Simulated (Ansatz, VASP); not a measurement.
# Two plane-wave programs on TePd

```
Pd Te
1.0
     3.63109    0.00000    0.00000
     0.00000    3.63109    0.00000
     0.00000    0.00000    3.63109
Pd Te
1 1
Direct
  0.00000 0.00000 0.00000
  0.50000 0.50000 0.50000
```

Alike in both runs: task single point; functional LDA; k mesh 5 × 5 × 5; occupations gaussian, width 0.05 eV; collinear spin; Hubbard terms Pd d U = 5.0 eV, J = 0.9 eV.

|  | VASP | Ansatz |
| --- | --- | --- |
| version | VASP 6.6.1 | Ansatz 0.2.0 |
| potentials or method | VASP PAW LDA potentials, release 64 (Pd, Te), cutoff 500 eV | scalar-relativistic, plane waves, PAW |
| valence electrons in the cell | 16 | 34 |

VASP gave:

- gap on the k mesh at the Fermi level (eV): none
- pressure (GPa): -17.6
- net moment per atom (μB): 0.03
- size of the moment on the site where the two differ most (μB): 0.05

Q: What did Ansatz give for the same quantities?

A: gap on the k mesh at the Fermi level (eV): none; pressure (GPa): -16.3; net moment per atom (μB): 0.00; size of the moment on the site where the two differ most (μB): 0.00.

LDA's correlation is that of Perdew and Zunger in VASP and of Perdew and Wang (1992) in Ansatz. Site moments also hang on the region over which each program counts them. The programs project onto different local orbitals, so the same U acts differently, and such runs can settle in different states. A gap of «none» marks a metal or a gap that the smearing closes. VASP's potentials hold 16 valence electrons a cell and Ansatz's 34, so a difference there can come from the potentials and not from the codes. Ansatz's warnings: filled band counts differ across k points, seeded moment not kept.

Neither program's run includes spin-orbit coupling.
